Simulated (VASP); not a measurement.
Set up this calculation in VASP 6.6.1, as the native input.

| Item | Value |
| --- | --- |
| Task | single point |
| Functional | PBE |
| Potentials or basis | VASP PAW PBE potentials, release 64 (Co, Sn_d) |
| Cutoff | 520 eV |
| k mesh | 12 × 12 × 8 |
| Occupations | gaussian, width 0.1 eV |
| Spin | no spin polarisation |
| Dipole correction | no |
| Further INCAR settings | ALGO = Fast; EDIFF = 1e-07; NBANDS = 44 |

The structure of CoSn lies in POSCAR:

```
CoSn
1.0
    5.4025167012      0.0000000000      0.0000000000
   -2.7012583506      4.6787167077      0.0000000000
    0.0000000000      0.0000000000      4.1795242244
Co Sn
3 3
Direct
    0.0000000000      0.5000000000      0.0000000000
    0.5000000000      0.5000000000      0.0000000000
    0.5000000000      0.0000000000      0.0000000000
    0.6666666667      0.3333333333      0.5000000000
    0.3333333333      0.6666666667      0.5000000000
    0.0000000000      0.0000000000      0.0000000000
```

This cell differs from its parent crystal: biaxial strain in the a-b plane: +2.0 %.

The input as run:

INCAR

```
SYSTEM = CoSn
  PREC = Accurate
  ENCUT = 520
  EDIFF = 1E-7
  ISMEAR = 0
  SIGMA = 0.1
  LREAL = .False.
  LASPH = .True.
  NELM = 80
  ALGO = Fast
  ISIF = 2
  LWAVE = .False.
  LCHARG = .False.
  GGA = PE
  NBANDS = 44
```

KPOINTS

```
regular mesh
0
Gamma
  12 12 8
  0 0 0
```

Potentials or basis: VASP PAW PBE potentials, release 64 (Co, Sn_d).

The run is started by

```console
$ cat potpaw_PBE.64/Co/POTCAR potpaw_PBE.64/Sn_d/POTCAR > POTCAR
$ mpirun -np 1 vasp_std > vasp.out
```

Results of the run:

- Pressure: -3.3 GPa
- Band gap on the k mesh: zero (an odd number of electrons rules out a gap without spin polarisation)

Caveat: the cell differs from its parent crystal (biaxial strain in the a-b plane: +2.0 %); the stress differs along the axes, from -5 to 0 GPa; spin-orbit coupling is left out, which moves the levels of the heavy elements; the run has no spin polarisation, though such a crystal can be magnetic.

Run time: 3.8 min on 1 thread of Intel(R) Xeon(R) 6975P-C (Granite Rapids), with other jobs on the host, peak memory 0.46 GiB.
